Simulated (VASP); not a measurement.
# RbZr2Si3 (Pmm2) in VASP: single point with PBE

Aim: the single point of RbZr2Si3 with PBE.

Everything below comes from runs of VASP 6.6.1. Logs are shortened: lines on timing, memory, paths and dates and some standing lists are left out, and cuts for length are marked.

### 1 The cell of the first run

The structure is orthorhombic, space group Pmm2 (No. 25). Conventional cell: a = 3.617 Å, b = 3.866 Å, c = 10.565 Å, α = 90.00°, β = 90.00°, γ = 90.00°. Rb (site symmetry mm2) has 3 Si at 3.44 to 3.51 Å and 4 Rb at 3.62 to 3.87 Å and 6 Zr at 4.32 to 4.60 Å within 4.7 Å. Zr (site symmetry mm2) has 10 Si at 2.85 to 3.47 Å and 6 Zr at 3.48 to 3.87 Å within 3.9 Å. Zr (site symmetry mm2) has 6 Si at 2.65 to 2.71 Å and 4 Zr at 3.48 to 3.62 Å within 3.7 Å. Si (site symmetry mm2) has 3 Si at 2.32 to 2.56 Å and 6 Zr at 2.71 to 2.85 Å within 3.1 Å. Within 3.1 Å of Si (site symmetry mm2) lie 1 Si at 2.32 Å and 4 Zr at 2.93 Å. Si (site symmetry mm2) has 4 Si at 2.56 to 3.62 Å and 6 Zr at 2.65 to 3.47 Å and 1 Rb at 3.51 Å within 3.7 Å.

### 2 Single point, PBE

INCAR reads:

```
SYSTEM = RbZr2Si3
PREC = Accurate ; ENCUT = 520
EDIFF = 1E-7 ; ISMEAR = 0
SIGMA = 0.1 ; LREAL = .False.
LASPH = .True. ; NELM = 60
ALGO = Normal ; ISIF = 2
LWAVE = .False. ; LCHARG = .False.
GGA = PE ; NBANDS = 32
```

KPOINTS reads:

```
Automatic mesh
0
Gamma
  8 8 4
  0 0 0
```

POSCAR reads:

```
RbZr2Si3
1.0
    3.6169943706      0.0000000000      0.0000000000
    0.0000000000      3.8662410787      0.0000000000
    0.0000000000      0.0000000000     10.5647318078
Rb Zr Si
1 2 3
Direct
    0.0000000000      0.5000000000      0.6644673935
    0.0000000000      0.0000000000      0.0597284586
    0.5000000000      0.0000000000      0.3409014383
    0.5000000000      0.5000000000      0.1608938101
    0.5000000000      0.5000000000      0.9415073684
    0.0000000000      0.5000000000      0.3325015311
```

Potentials or basis: VASP PAW PBE potentials, release 64 (Rb_sv, Zr_sv, Si).

Run with:

```sh
$ cat potpaw_PBE.64/Rb_sv/POTCAR potpaw_PBE.64/Zr_sv/POTCAR potpaw_PBE.64/Si/POTCAR > POTCAR
$ mpirun -np 1 vasp_std > vasp.out
```

OUTCAR:

```text
SYSTEM = RbZr2Si3
   PREC = Accurate
   ENCUT = 520
   EDIFF = 1E-7
   ISMEAR = 0
   LREAL = .False.
   LASPH = .True.
   NELM = 60
   ISIF = 2
   GGA = PE

 ion  position               nearest neighbor table
   1  0.000  0.500  0.664-   5 3.44   5 3.44   6 3.51   3 4.32   3 4.32   3 4.32   3 4.32   2 4.60
                             2 4.60
   2  0.000  0.000  0.060-   4 2.85   4 2.85   4 2.85   4 2.85   5 2.93   5 2.93   5 2.93   5 2.93
                             6 3.47   6 3.47   3 3.48   3 3.48   1 4.60   1 4.60
   3  0.500  0.000  0.341-   6 2.65   6 2.65   6 2.65   6 2.65   4 2.71   4 2.71   2 3.48   2 3.48
                             1 4.32   1 4.32   1 4.32   1 4.32
   4  0.500  0.500  0.161-   5 2.32   6 2.56   6 2.56   3 2.71   3 2.71   2 2.85   2 2.85   2 2.85
                             2 2.85
   5  0.500  0.500  0.942-   4 2.32   2 2.93   2 2.93   2 2.93   2 2.93   1 3.44   1 3.44
   6  0.000  0.500  0.333-   4 2.56   4 2.56   3 2.65   3 2.65   3 2.65   3 2.65   2 3.47   2 3.47
                             1 3.51

  LATTYP: Found a simple orthorhombic cell.
 ALAT       =     3.6169943706
 B/A-ratio  =     1.0689098966
 C/A-ratio  =     2.9208593449

  Lattice vectors:

 A1 = (   3.6169943706,   0.0000000000,   0.0000000000)
 A2 = (   0.0000000000,   3.8662410787,   0.0000000000)
 A3 = (   0.0000000000,   0.0000000000,  10.5647318078)

Analysis of symmetry for initial positions (statically):
=====================================================================
 Subroutine PRICEL returns:
 Original cell was already a primitive cell.

 Routine SETGRP: Setting up the symmetry group for a
 simple orthorhombic supercell.

 Subroutine GETGRP returns: Found  4 space group operations
 (whereof  4 operations were pure point group operations)
 out of a pool of  8 trial point group operations.

The static configuration has the point symmetry C_2v.

Analysis of symmetry for dynamics (positions and initial velocities):
=====================================================================
 Subroutine PRICEL returns:
 Original cell was already a primitive cell.

 Routine SETGRP: Setting up the symmetry group for a
 simple orthorhombic supercell.

 Subroutine GETGRP returns: Found  4 space group operations
 (whereof  4 operations were pure point group operations)
 out of a pool of  8 trial point group operations.

The dynamic configuration has the point symmetry C_2v.

[... 108 lines left out ...]
   EDIFFG = 0.1E-05   stopping-criterion for IOM
   NSW    =      0    number of steps for IOM
   IBRION =     -1    ionic relax: 0-MD 1-quasi-New 2-CG
   NFREE  =      0    steps in history (QN), initial steepest desc. (CG)
   ISIF   =      2    stress and relaxation
   ISYM   =      2    0-nonsym 1-usesym 2-fastsym
   POTIM  = 0.5000    time-step for ionic-motion
   TEBEG  =    0.0;   TEEND  =   0.0 temperature during run
   PSTRESS=    0.0 pullay stress
   NELECT =      45.0000    total number of electrons
   NUPDOWN=      -1.0000    fix difference up-down
   EMIN   =  10.00;   EMAX   =-10.00  energy-range for DOS
   EFERMI =   0.00;   METHOD = LEGACY
   ISMEAR =     0;   SIGMA  =   0.10  broadening in eV -4-tet -1-fermi 0-gaus
   EFERMI_NEDOS =   21; number of points for ismear=-14 and -15
   IALGO  =     38    algorithm
   IMIX   =      4    mixing-type and parameters
     AMIX     =   0.40;   BMIX     =  1.00
     AMIX_MAG =   1.60;   BMIX_MAG =  1.00
  volume/ion in A,a.u.               =      24.62       166.17
  Fermi-wavevector in a.u.,A,eV,Ry     =   1.101490  2.081514 16.507682  1.213280
  Thomas-Fermi vector in A             =   2.237918
   LORBIT       =      0    0 simple, 1 ext, 2 COOP (PROOUT), +10 PAW based schemes
   GGA     = PE    functional components
   LHFCALC =     F    Hartree Fock is set to
   AEXX    =    0.0000 exact exchange contribution
   IVDW    =     0    specifies the selected vdW correction
   LEPSILON=     F    determine dielectric tensor
   LRPA    =     F    only Hartree local field effects (RPA)
 non-spin polarized calculation
 Gauss-broadening in eV      SIGMA  =   0.10
  energy-cutoff  :      520.00
  volume of cell :      147.74
 maximum number of plane-waves:      4006
 NGX is ok and might be reduce to    28
   NGX = 13   NGY = 15   NGZ = 39

 number of electron      44.9999999 magnetization

 Free energy of the ion-electron system (eV)
  ---------------------------------------------------
  ext. energy  EPLUGINS =         0.00000000
  ---------------------------------------------------
  free energy    TOTEN  =       -35.90789911 eV

  energy without entropy =      -35.88644085  energy(sigma->0) =      -35.89716998

 E-fermi :   5.8725     XC(G=0):  -9.4049

 val. band max:        5.8618783624   @ k =   0.2500   0.0000   0.0000
 cond. band min:       5.8757338055   @ k =   0.0000   0.5000   0.5000
 fundamental gap:      0.0138554430
 Fermi energy:         5.8725467154

 k-point     1 :       0.0000    0.0000    0.0000
  band No.  band energies     occupation
      1     -43.2656      2.00000
      2     -42.6309      2.00000
      3     -22.5398      2.00000
      4     -21.3533      2.00000
      5     -21.2329      2.00000
      6     -21.2238      2.00000
[... 829 lines left out ...]
     31       9.7325      0.00000
     32       9.8936      0.00000

 [... further k-points ...]

------------------------ aborting loop because EDIFF is reached ----------------------------------------

  FORCE on cell =-STRESS in cart. coord.  units (eV):
  Direction    XX          YY          ZZ          XY          YZ          ZX
  --------------------------------------------------------------------------------------
  -------------------------------------------------------------------------------------
  Total        0.0354734      0.0369917     -0.0125705      0.0000000      0.0000000      0.0000000
  in kB        0.3846965      0.4011619     -0.1363223      0.0000000      0.0000000      0.0000000
  external PRESSURE =       0.2165120 kB  Pullay stress =       0.0000000 kB

 VOLUME and BASIS-vectors are now :
 -----------------------------------------------------------------------------
  energy-cutoff  :      520.00
  volume of cell :      147.74
      direct lattice vectors                 reciprocal lattice vectors
     3.616994371  0.000000000  0.000000000     0.276472645  0.000000000  0.000000000
     0.000000000  3.866241079  0.000000000     0.000000000  0.258649158  0.000000000
     0.000000000  0.000000000 10.564731808     0.000000000  0.000000000  0.094654556

 POSITION                                       TOTAL-FORCE (eV/Angst)
 -----------------------------------------------------------------------------------
      0.00000      1.93312      7.01992         0.000000      0.000000     -0.000816
      0.00000      0.00000      0.63102         0.000000      0.000000      0.000901
      1.80850      0.00000      3.60153         0.000000      0.000000      0.008226
      1.80850      1.93312      1.69980         0.000000      0.000000     -0.005697
      1.80850      1.93312      9.94677         0.000000      0.000000      0.005383
      0.00000      1.93312      3.51279         0.000000      0.000000     -0.007996
 -----------------------------------------------------------------------------------
    total drift:                               -0.000000      0.000000     -0.000227

  FREE ENERGIE OF THE ION-ELECTRON SYSTEM (eV)
  ---------------------------------------------------
  free  energy   TOTEN  =       -35.9078991147 eV

  energy  without entropy=      -35.8864408540  energy(sigma->0) =      -35.89716998
```

stdout:

```text
POSCAR found type information on POSCAR RbZrSi
 POSCAR found :  3 types and       6 ions
 scaLAPACK will be used
 LDA part: xc-table for (Slater+PW92), standard interpolation
 POSCAR, INCAR and KPOINTS ok, starting setup
 FFT: planning ... GRIDC
 FFT: planning ... GRID_SOFT
 FFT: planning ... GRID
 WAVECAR not read
 entering main loop
```

It took 2.5 min on 1 thread of Intel Xeon 6975P-C (Granite Rapids), shared host; peak memory 0.46 GiB.

Results:

* Free energy: -35.9079 eV
* Pressure: 0.0 GPa
* Largest force: 0.008 eV/Å
* Band gap on the k mesh: zero (an odd number of electrons rules out a gap without spin polarisation)

Forces in eV/Å, atoms in the order of the input:
```
Rb   0.000  0.000 -0.001
Zr   0.000  0.000  0.001
Zr   0.000  0.000  0.008
Si   0.000  0.000 -0.006
Si   0.000  0.000  0.005
Si   0.000  0.000 -0.008
```

Levels at points of the mesh, in eV from the Fermi level:
```
           k point  band 21  band 22  band 23  band 24  band 25  band 26
(0.00, 0.00, 0.00)    -1.07    -0.14     0.62     0.99     1.07     1.30
(0.50, 0.00, 0.00)    -1.10    -0.57     0.41     0.51     1.19     1.98
(0.00, 0.50, 0.00)    -1.17    -0.05     0.23     0.57     0.87     1.98
(0.50, 0.50, 0.00)    -2.23    -0.81    -0.52     0.78     1.68     1.81
(0.00, 0.00, 0.50)    -0.74    -0.14     0.61     0.74     0.99     1.28
(0.50, 0.00, 0.50)    -1.02    -0.72     0.43     0.52     1.19     1.95
(0.00, 0.50, 0.50)    -1.16     0.00     0.52     0.60     0.88     2.07
(0.50, 0.50, 0.50)    -2.24    -0.64    -0.48     0.84     1.54     1.65
```
